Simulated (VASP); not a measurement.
# W (C2/m) in VASP: further runs, part 2 of 3

VASP 6.6.1. The steps go on from the part before.

## Step 3: Single point, LDA (atoms displaced along a vibrational mode)

File INCAR:

```
PREC = Accurate
ENCUT = 500
EDIFF = 1E-6
ISMEAR = 0
SIGMA = 0.15
LREAL = F
LASPH = T
NELM = 120
ALGO = Normal
ISIF = 2
LWAVE = F
LCHARG = T
LELF = T
LVHAR = T
NBANDS = 21
GGA_COMPAT = F
```

File KPOINTS:

```
regular mesh
0
Gamma
  16 16 12
```

File POSCAR:

```
W
1.0
    0.0000000000     -1.9864787844     -1.9864787844
    0.0000000000      1.9864787844     -1.9864787844
    3.9729575688      0.0000000000      0.0000000000
W
2
Direct
    0.5508437345      0.4491562655      0.4897305724
   -0.0508437345      0.0508437345      0.0102694276
```

Potentials or basis: VASP PAW LDA potentials, release 64 (W_sv).

Command:

```
cat potpaw_LDA.64/W_sv/POTCAR > POTCAR
mpirun -np 1 vasp_std > vasp.out
```

OUTCAR:

```text
PREC = Accurate
   ENCUT = 500
   EDIFF = 1E-6
   ISMEAR = 0
   LREAL = F
   LASPH = T
   NELM = 120
   ISIF = 2

 ion  position               nearest neighbor table
   1  0.551  0.449  0.490-   2 2.48   2 2.60   2 2.78   2 2.78   2 2.90   2 2.90   2 3.06   2 3.16

   2  0.949  0.051  0.010-   1 2.48   1 2.60   1 2.78   1 2.78   1 2.90   1 2.90   1 3.06   1 3.16

  LATTYP: Found a simple tetragonal cell.
 ALAT       =     2.8093052383
 C/A-ratio  =     1.4142135624

  Lattice vectors:

 A1 = (   0.0000000000,  -1.9864787844,  -1.9864787844)
 A2 = (   0.0000000000,   1.9864787844,  -1.9864787844)
 A3 = (   3.9729575688,   0.0000000000,   0.0000000000)

Analysis of symmetry for initial positions (statically):
=====================================================================
 Subroutine PRICEL returns:
 Original cell was already a primitive cell.

 Routine SETGRP: Setting up the symmetry group for a
 simple tetragonal supercell.

 Subroutine GETGRP returns: Found  4 space group operations
 (whereof  2 operations were pure point group operations)
 out of a pool of 16 trial point group operations.

The static configuration has the point symmetry C_1h.
 The point group associated with its full space group is C_2h.

Analysis of symmetry for dynamics (positions and initial velocities):
=====================================================================
 Subroutine PRICEL returns:
 Original cell was already a primitive cell.

 Routine SETGRP: Setting up the symmetry group for a
 simple tetragonal supercell.

 Subroutine GETGRP returns: Found  4 space group operations
 (whereof  2 operations were pure point group operations)
 out of a pool of 16 trial point group operations.

The dynamic configuration has the point symmetry C_1h.
[... 112 lines left out ...]
   NUPDOWN=      -1.0000    fix difference up-down
   EMIN   =  10.00;   EMAX   =-10.00  energy-range for DOS
   EFERMI =   0.00;   METHOD = LEGACY
   ISMEAR =     0;   SIGMA  =   0.15  broadening in eV -4-tet -1-fermi 0-gaus
   EFERMI_NEDOS =   21; number of points for ismear=-14 and -15
   IALGO  =     38    algorithm
   IMIX   =      4    mixing-type and parameters
     AMIX     =   0.40;   BMIX     =  1.00
     AMIX_MAG =   1.60;   BMIX_MAG =  1.00
  volume/ion in A,a.u.               =      15.68       105.80
  Fermi-wavevector in a.u.,A,eV,Ry     =   1.576486  2.979127 33.814690  2.485310
  Thomas-Fermi vector in A             =   2.677312
   LORBIT       =      0    0 simple, 1 ext, 2 COOP (PROOUT), +10 PAW based schemes
   GGA     = CA    functional components
   LHFCALC =     F    Hartree Fock is set to
   AEXX    =    0.0000 exact exchange contribution
   IVDW    =     0    specifies the selected vdW correction
   LEPSILON=     F    determine dielectric tensor
   LRPA    =     F    only Hartree local field effects (RPA)
 non-spin polarized calculation
 Gauss-broadening in eV      SIGMA  =   0.15
  energy-cutoff  :      500.00
  volume of cell :       31.36
 maximum number of plane-waves:       830
   NGX = 11   NGY = 11   NGZ = 15

 number of electron      27.9999993 magnetization

 Free energy of the ion-electron system (eV)
  ---------------------------------------------------
  ext. energy  EPLUGINS =         0.00000000
  ---------------------------------------------------
  free energy    TOTEN  =       -26.87830084 eV

  energy without entropy =      -26.85948421  energy(sigma->0) =      -26.86889253

 E-fermi :  11.0830     XC(G=0): -13.8327

 val. band max:       11.0823202943   @ k =  -0.1875   0.4375   0.5000
 cond. band min:      11.0830496464   @ k =  -0.1875  -0.0625   0.0833
 fundamental gap:      0.0007293520
 Fermi energy:        11.0829941089

 k-point     1 :       0.0000    0.0000    0.0000
  band No.  band energies     occupation
      1     -62.0724      2.00000
      2     -61.8212      2.00000
      3     -27.3302      2.00000
      4     -26.4240      2.00000
      5     -26.3346      2.00000
      6     -25.9823      2.00000
[... 565 lines left out ...]
     20      19.0797      0.00000
     21      22.4446      0.00000

 [... further k-points ...]

------------------------ aborting loop because EDIFF is reached ----------------------------------------

  FORCE on cell =-STRESS in cart. coord.  units (eV):
  Direction    XX          YY          ZZ          XY          YZ          ZX
  --------------------------------------------------------------------------------------
  -------------------------------------------------------------------------------------
  Total        3.6733744      0.9144851      2.7853227     -0.3333388      0.0000000      0.0000000
  in kB      187.6998793     46.7278107    142.3227491    -17.0327470      0.0000000      0.0000000
  external PRESSURE =     125.5834797 kB  Pullay stress =       0.0000000 kB

 VOLUME and BASIS-vectors are now :
 -----------------------------------------------------------------------------
  energy-cutoff  :      500.00
  volume of cell :       31.36
      direct lattice vectors                 reciprocal lattice vectors
     0.000000000 -1.986478784 -1.986478784     0.000000000 -0.251701656 -0.251701656
     0.000000000  1.986478784 -1.986478784     0.000000000  0.251701656 -0.251701656
     3.972957569  0.000000000  0.000000000     0.251701656  0.000000000  0.000000000

 POSITION                                       TOTAL-FORCE (eV/Angst)
 -----------------------------------------------------------------------------------
      1.94568     -0.20200     -1.98648         1.025725      1.687203      0.000000
      0.04080     -1.78448     -1.98648        -1.025725     -1.687203      0.000000
 -----------------------------------------------------------------------------------
    total drift:                                0.000000     -0.000000     -0.000000

  FREE ENERGIE OF THE ION-ELECTRON SYSTEM (eV)
  ---------------------------------------------------
  free  energy   TOTEN  =       -26.8783008409 eV

  energy  without entropy=      -26.8594842149  energy(sigma->0) =      -26.86889253
```

OSZICAR:

```text
N       E                     dE             d eps       ncg     rms          rms(c)
DAV:   1     0.267015537803E+03    0.26702E+03   -0.15487E+04 34772   0.151E+03
DAV:   2    -0.191274057766E+02   -0.28614E+03   -0.27862E+03 37324   0.456E+02
DAV:   3    -0.279358542211E+02   -0.88084E+01   -0.86442E+01 39591   0.795E+01
DAV:   4    -0.280185617436E+02   -0.82708E-01   -0.82601E-01 37457   0.808E+00
DAV:   5    -0.280193736138E+02   -0.81187E-03   -0.81186E-03 39527   0.832E-01    0.308E+01
DAV:   6    -0.271298101914E+02    0.88956E+00   -0.98085E-01 37511   0.937E+00    0.131E+01
DAV:   7    -0.268868028855E+02    0.24301E+00   -0.56546E-01 38532   0.638E+00    0.567E-01
DAV:   8    -0.268785008510E+02    0.83020E-02   -0.17210E-02 36297   0.144E+00    0.119E-01
DAV:   9    -0.268782932521E+02    0.20760E-03   -0.37859E-04 41306   0.179E-01    0.586E-02
DAV:  10    -0.268782999100E+02   -0.66578E-05   -0.30349E-05 37468   0.459E-02    0.121E-02
DAV:  11    -0.268783008409E+02   -0.93091E-06   -0.25130E-06 31569   0.176E-02
   1 F= -.26878301E+02 E0= -.26868893E+02  d E =-.188166E-01
```

Run time: 5.6 min. Hardware: 1 thread of Intel Xeon 8259CL, shared host; peak memory 0.47 GiB.

Results:

```yaml
Free_energy: -26.8783 eV
Pressure: 12.6 GPa
Largest_force: 1.975 eV/Å
Band_gap_on_the_k_mesh: zero (bands 14 and 15 overlap by 3.98 eV)
```

Forces in eV/Å, atoms in the order of the input:
```
W    1.026  1.687  0.000
W   -1.026 -1.687  0.000
```

Levels at points of the mesh, in eV from the Fermi level:
```
           k point  band 12  band 13  band 14  band 15  band 16  band 17
(0.00, 0.00, 0.00)    -1.37    -0.81    -0.14     1.81     3.11     3.73
(0.50, 0.00, 0.00)    -2.75    -1.75    -1.26     0.83     1.32     1.88
(0.50, 0.50, 0.00)    -4.46     2.07     3.39     4.46     5.06     5.73
(0.00, 0.00, 0.50)    -3.44    -1.19    -0.43     2.04     2.18     2.31
(0.50, 0.00, 0.50)    -1.59    -0.55    -0.37     0.95     1.05     4.23
(0.50, 0.50, 0.50)    -2.18    -1.96    -1.77     1.98     2.13     5.97
```

Caveat: the cell differs from its parent crystal (atoms displaced along a vibrational mode); the cell stands under pressure; spin-orbit coupling is left out, which moves the levels of the heavy elements; forces of over 1 eV/Å act on the atoms, so gaps and moduli don't describe the material at rest.

## Step 4: Single point, LDA (atoms displaced along a vibrational mode)

File INCAR:

```
  PREC = Accurate
  ENCUT = 500
  EDIFF = 1E-6
  ISMEAR = 0
  SIGMA = 0.15
  LREAL = False
  LASPH = True
  NELM = 120
  ALGO = Normal
  ISIF = 2
  LWAVE = False
  LCHARG = True
  GGA = CA
  LELF = True
  LVHAR = True
  NBANDS = 21
  GGA_COMPAT = False
```

File KPOINTS:

```
Automatic mesh
0
Gamma
  16 16 12
```

File POSCAR:

```
W
1.0
    0.0000000000     -1.9864787844     -1.9864787844
    0.0000000000      1.9864787844     -1.9864787844
    3.9729575688      0.0000000000      0.0000000000
W
2
Direct
    0.5406749876      0.4593250124      0.4897305724
   -0.0406749876      0.0406749876      0.0102694276
```

Command:

```
cat potpaw_LDA.64/W_sv/POTCAR > POTCAR
mpirun -np 1 vasp_std > vasp.out
```

Wall time 7.2 min (1 thread of Intel Xeon 8259CL, shared host); peak memory 0.46 GiB.

Results (log left out):

| Quantity | Value |
| --- | --- |
| Free energy | -26.9944 eV |
| Pressure | 9.0 GPa |
| Largest force | 1.603 eV/Å |
| Band gap on the k mesh | zero (bands 14 and 15 overlap by 3.94 eV) |

Forces on the atoms (eV/Å):
```
W    1.045  1.215  0.000
W   -1.045 -1.215  0.000
```

Stress tensor (GPa, compression positive):
```
12.16 -2.91  0.00
-2.91  3.03  0.00
 0.00  0.00 11.73
```

Levels at points of the mesh, in eV from the Fermi level:
```csv
k point,band 10,band 11,band 12,band 13,band 14,band 15,band 16,band 17,band 18,band 19
"(0.00, 0.00, 0.00)",-5.82,-4.75,-1.14,-0.77,-0.31,2.04,2.94,3.71,4.86,4.91
"(0.50, 0.00, 0.00)",-3.95,-2.96,-2.62,-1.84,-1.29,0.78,1.20,1.80,3.67,6.16
"(0.50, 0.50, 0.00)",-5.71,-4.89,-4.59,2.41,3.42,4.89,5.19,5.85,6.05,6.28
"(0.00, 0.00, 0.50)",-6.05,-3.77,-3.25,-1.03,-0.20,1.84,2.01,2.07,2.35,3.90
"(0.50, 0.00, 0.50)",-5.79,-1.38,-1.36,-0.69,-0.55,0.95,1.01,4.55,4.67,5.38
"(0.50, 0.50, 0.50)",-4.30,-2.36,-2.19,-1.93,-1.78,1.73,1.84,6.03,6.13,9.14
```

Caveat: the cell differs from its parent crystal (atoms displaced along a vibrational mode); the cell stands under pressure; spin-orbit coupling is left out, which moves the levels of the heavy elements; forces of over 1 eV/Å act on the atoms, so gaps and moduli don't describe the material at rest.

## Step 5: Single point, LDA (atoms displaced along a vibrational mode)

File INCAR:

```
SYSTEM = W
PREC = Accurate
ENCUT = 500
EDIFF = 1E-6
ISMEAR = 0
SIGMA = 0.15
LREAL = .FALSE.
LASPH = .TRUE.
NELM = 120
ALGO = Normal
ISIF = 2
LWAVE = .FALSE.
LCHARG = .FALSE.
NBANDS = 21
GGA_COMPAT = .FALSE.
```

File KPOINTS:

```
Automatic mesh
0
G
  16 16 12
  0 0 0
```

File POSCAR:

```
W
1.0
    0.0000000000     -1.9864787844     -1.9864787844
    0.0000000000      1.9864787844     -1.9864787844
    3.9729575688      0.0000000000      0.0000000000
W
2
Direct
    0.5305062407      0.4694937593      0.4931537150
   -0.0305062407      0.0305062407      0.0068462850
```

Command:

```
cat potpaw_LDA.64/W_sv/POTCAR > POTCAR
mpirun -np 1 vasp_std > vasp.out
```

Wall time 6.6 min (1 thread of Intel Xeon 8259CL, shared host); peak memory 0.46 GiB.

Results (log left out):

* Free energy: -27.1036 eV
* Pressure: 5.6 GPa
* Largest force: 1.172 eV/Å
* Band gap on the k mesh: zero (bands 14 and 15 overlap by 3.88 eV)

Forces in eV/Å, atoms in the order of the input:
```
W    0.758  0.894  0.000
W   -0.758 -0.894  0.000
```

Stress tensor (GPa, compression positive):
```
 7.61 -2.27  0.00
-2.27  1.31  0.00
 0.00  0.00  7.87
```

Levels at points of the mesh, in eV from the Fermi level:
| k point | band 10 | band 11 | band 12 | band 13 | band 14 | band 15 | band 16 | band 17 | band 18 | band 19 |
| --- | --- | --- | --- | --- | --- | --- | --- | --- | --- | --- |
| (0.00, 0.00, 0.00) | -5.81 | -4.77 | -0.92 | -0.71 | -0.46 | 2.30 | 2.83 | 3.60 | 5.05 | 5.40 |
| (0.50, 0.00, 0.00) | -3.89 | -2.78 | -2.48 | -1.85 | -1.42 | 0.78 | 1.14 | 1.74 | 3.34 | 6.39 |
| (0.50, 0.50, 0.00) | -5.75 | -4.85 | -4.69 | 2.76 | 3.44 | 5.15 | 5.46 | 5.98 | 6.10 | 6.22 |
| (0.00, 0.00, 0.50) | -6.05 | -3.54 | -3.16 | -0.72 | -0.11 | 1.71 | 1.82 | 1.93 | 2.10 | 3.85 |
| (0.50, 0.00, 0.50) | -5.80 | -1.17 | -1.15 | -0.77 | -0.70 | 0.95 | 0.98 | 4.87 | 4.93 | 5.37 |
| (0.50, 0.50, 0.50) | -4.16 | -2.25 | -2.15 | -1.97 | -1.87 | 1.55 | 1.59 | 6.09 | 6.13 | 9.69 |

Caveat: the cell differs from its parent crystal (atoms displaced along a vibrational mode); the cell stands under pressure; spin-orbit coupling is left out, which moves the levels of the heavy elements; forces of over 1 eV/Å act on the atoms, so gaps and moduli don't describe the material at rest.

(Continued in part 3 of 3.)
